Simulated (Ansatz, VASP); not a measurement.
SnO2 in VASP and in Ansatz

INCAR

```
SYSTEM = SnO2
PREC = Accurate ; ENCUT = 520
EDIFF = 1E-7 ; ISMEAR = -1
SIGMA = 0.05 ; LREAL = .FALSE.
LASPH = .TRUE. ; NELM = 80
ALGO = Normal ; ISIF = 2
LWAVE = .FALSE. ; LCHARG = .TRUE.
GGA = RE ; LELF = .TRUE.
LVHAR = .TRUE. ; NBANDS = 64
```

KPOINTS

```
regular mesh
0
G
  5 5 5
  0 0 0
```

Contents of POSCAR:

```
SnO2
1.0
   -3.2488970000      3.4144700000      3.4140210000
    3.2488970000     -3.4144700000      3.4140210000
    3.2488970000      3.4144700000     -3.4140210000
Sn O
4 8
Direct
    0.5000000000      0.0000000000      0.0000000000
    0.5000000000      0.5000000000      0.5000000000
    0.0035990000      0.7535990000      0.2500000000
    0.9964010000      0.2464010000      0.7500000000
    0.8064960000      0.8037740000      0.4972780000
    0.8064960000      0.3092180000      0.0027220000
    0.3024350000      0.2459400000      0.0564950000
    0.6894450000      0.2459400000      0.4435050000
    0.3105550000      0.7540600000      0.5564950000
    0.1935040000      0.6907820000      0.9972780000
    0.6975650000      0.7540600000      0.9435050000
    0.1935040000      0.1962260000      0.5027220000
```

Contents of input.yaml:

```yaml
crystal:
  lattice:
    - [-3.248897, 3.41447, 3.414021]
    - [3.248897, -3.41447, 3.414021]
    - [3.248897, 3.41447, -3.414021]
  atoms:
    - { symbol: Sn, position: [0.5, 0.0, 0.0] }
    - { symbol: Sn, position: [0.5, 0.5, 0.5] }
    - { symbol: Sn, position: [0.003599, 0.753599, 0.25] }
    - { symbol: Sn, position: [0.996401, 0.246401, 0.75] }
    - { symbol: O, position: [0.806496, 0.803774, 0.497278] }
    - { symbol: O, position: [0.806496, 0.309218, 0.002722] }
    - { symbol: O, position: [0.302435, 0.24594, 0.056495] }
    - { symbol: O, position: [0.689445, 0.24594, 0.443505] }
    - { symbol: O, position: [0.310555, 0.75406, 0.556495] }
    - { symbol: O, position: [0.193504, 0.690782, 0.997278] }
    - { symbol: O, position: [0.697565, 0.75406, 0.943505] }
    - { symbol: O, position: [0.193504, 0.196226, 0.502722] }
hamiltonian:
  xc: revpbe
  pseudopotentials: { kind: paw }
kpoints:
  mp_grid: { grid: [5, 5, 5] }
  band_path:
    path:
      - [[0.0, 0.0, 0.0], [0.4763420746, -0.4763420746, -0.4763420746], [0.4762763294, -0.4764078199, -0.4762763294], [0.0, -0.5, 0.0], [-0.25, -0.25, -0.25], [0.0, 0.0, -0.5], [-0.4763420746, 0.4763420746, -0.5236579254], [-0.5, 0.5, -0.5], [0.0, 0.0, 0.0], [-0.4999342547, -0.4999342547, 0.4999342547], [-0.5, 0.0, 0.0], [-0.25, -0.25, -0.25]]
      - [[-0.4762763294, -0.5235921801, 0.4762763294], [-0.4999342547, -0.4999342547, 0.4999342547]]
      - [[-0.5000657453, 0.4999342547, -0.4999342547], [-0.5, 0.5, -0.5]]
    npoints: 10
scf:
  occupations: { method: fermi_dirac, width: 0.05 }
  n_extra_bands: 30
output:
  forces: true
  stress: true
  eigenvalues: true
  fatbands: true
```

Alike in both runs: functional revPBE; k mesh 5 × 5 × 5; occupations fermi-dirac, width 0.05 eV; no spin polarisation.

```csv
,VASP,Ansatz
version,VASP 6.6.1,Ansatz 0.2.0
potentials or method,"VASP PAW PBE potentials, release 64 (Sn_d, O)",Ansatz PAW
plane-wave cutoff (eV),520,420
valence electrons in the cell,104,104
task,single point,band structure
```

|  | VASP | Ansatz | Ansatz less VASP |
| --- | --- | --- | --- |
| gap on the k mesh at the Fermi level (eV) | 0.68 | 0.69 | +0.012 |
| least direct gap on the mesh (eV) | 0.68 | 0.69 | +0.012 |
| pressure (GPa) | 2.6 | 2.0 | -0.57 |
| traceless stress, the component that is largest in VASP (GPa) | -0.30 | -0.48 | -0.182 |
| rms of the force components (eV/Å) | 0.020 | 0.021 | +0.0011 |

VASP's potentials were made for PBE, not for revPBE. Atom by atom the forces differ by 0.007 eV/Å (rms over components).
